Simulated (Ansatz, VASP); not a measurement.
**One calculation of Sr, two programs**

```xyz
1
Lattice="-2.4250 2.4250 2.4250 2.4250 -2.4250 2.4250 2.4250 2.4250 -2.4250" Properties=species:S:1:pos:R:3 pbc="T T T"
Sr    0.0000    0.0000    0.0000
```

Alike in both runs: task single point; functional PBEsol; k mesh 6 × 6 × 6; occupations gaussian, width 0.1 eV; no spin polarisation.

```csv
,VASP,Ansatz
version,VASP 6.6.1,Ansatz 0.2.0
potentials or method,"VASP PAW PBE potentials, release 64 (Sr_sv), cutoff 520 eV","scalar-relativistic, plane waves, PAW"
valence electrons in the cell,10,10
```

```csv
,VASP,Ansatz,Ansatz less VASP
gap on the k mesh at the Fermi level (eV),none,none,-
pressure (GPa),-1.2,-1.2,-0.01
```

VASP's potentials were made for PBE, not for PBEsol. A gap of «none» marks a metal or a gap that the smearing closes. With one functional, cell and mesh, what is left measures potentials, basis and numerics.
